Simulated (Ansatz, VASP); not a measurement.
## Eu in VASP and in Ansatz

File INCAR:

```
PREC = Accurate ; ENCUT = 600
EDIFF = 1E-6 ; ISMEAR = -1
SIGMA = 0.05 ; LREAL = F
LASPH = T ; NELM = 200
ALGO = Normal ; ISIF = 2
LWAVE = F ; LCHARG = F
ISPIN = 2 ; MAGMOM = 6.97
LORBIT = 11 ; LMAXMIX = 6
GGA = PS ; NBANDS = 18
GGA_COMPAT = F
```

The input KPOINTS:

```
regular mesh
0
Gamma
  14 14 14
```

The input POSCAR:

```
Eu
1.0
   -2.1463632611      2.1463632611      2.1463632611
    2.1463632611     -2.1463632611      2.1463632611
    2.1463632611      2.1463632611     -2.1463632611
Eu
1
Direct
    0.0000000000      0.0000000000      0.0000000000
```

Input for Ansatz:

```yaml
crystal:
  lattice:
    - [-2.1463632611, 2.1463632611, 2.1463632611]
    - [2.1463632611, -2.1463632611, 2.1463632611]
    - [2.1463632611, 2.1463632611, -2.1463632611]
  atoms:
    - { symbol: Eu, position: [0.0, 0.0, 0.0], spin: 6.97 }
hamiltonian:
  xc: pbesol
  pseudopotentials:
    kind: paw
    azcp:
      Eu: "pseudopotentials/Eu.paw.azcp"
basis:
  ecutwfc: 420
  fft_grid_basis: typed
kpoints:
  mp_grid: { grid: [14, 14, 14], shift: [0, 0, 0] }
magnetization:
  spin_polarized: true
scf:
  occupations: { method: fermi_dirac, width: 0.05 }
output:
  stress: true
```

Alike in both runs: task single point; functional PBEsol; k mesh 14 × 14 × 14; occupations fermi-dirac, width 0.05 eV; collinear spin.

|  | VASP | Ansatz |
| --- | --- | --- |
| version | VASP 6.6.1 | Ansatz 0.2.0 |
| potentials or method | VASP PAW PBE potentials, release 64 (Eu), cutoff 600 eV | plane waves (420 eV) with PAW, scalar-relativistic |
| valence electrons in the cell | 17 | 17 |

Ansatz gave:

| Property | Result |
| --- | --- |
| pressure (GPa) | -0.6 |
| net moment per atom (μB) | 7.24 |
| size of the moment on the site where the two differ most (μB) | 6.99 |

Q: Which values does VASP return?

A: Pressure (GPa): -0.8; net moment per atom (μB): 7.23; size of the moment on the site where the two differ most (μB): 6.66.

VASP's potentials were made for PBE, not for PBEsol, and Ansatz warns of the same on its side. Site moments also hang on the region over which each program counts them.

Neither program's run includes spin-orbit coupling.
